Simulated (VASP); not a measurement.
Input of a VASP 6.6.1 run:

Contents of INCAR:

```
PREC = Accurate
ENCUT = 520
EDIFF = 1E-6
ISMEAR = 0
SIGMA = 0.1
LREAL = F
LASPH = T
NELM = 100
ALGO = Normal
ISIF = 2
LWAVE = F
LCHARG = F
GGA = PS
NBANDS = 18
```

KPOINTS

```
Automatic mesh
0
Gamma
  6 6 6
```

File POSCAR:

```
Ta
1.0
    0.0000000000      2.4073155949      5.0684973018
    1.5131442953      0.0000000000      5.0684973018
    1.5131442953      2.4073155949      0.0000000000
Ta
2
Direct
    0.1341625594      0.1341625594      0.8658374406
    0.8658374406      0.8658374406      0.1341625594
```

Potentials or basis: VASP PAW PBE potentials, release 64 (Ta_pv).

Launch:

```console
$ cat potpaw_PBE.64/Ta_pv/POTCAR > POTCAR
$ mpirun -np 1 vasp_std > vasp.out
```

What does it give for the largest force?

0.018 eV/Å.

What does it give for the pressure?

0.1 GPa.

Predict the band gap on the k mesh.

zero (band 11 reaches 6.41 eV, above the bottom of band 12 at 4.79 eV).

Stress tensor (GPa, compression positive):
```
 0.12  0.00  0.00
 0.00 -0.04  0.00
 0.00  0.00  0.15
```

Caveat: the k points lie up to 0.42 Å⁻¹ apart; the PAW data sets were made with another functional, which shifts forces and pressure a little; spin-orbit coupling is left out, which moves the levels of the heavy elements.
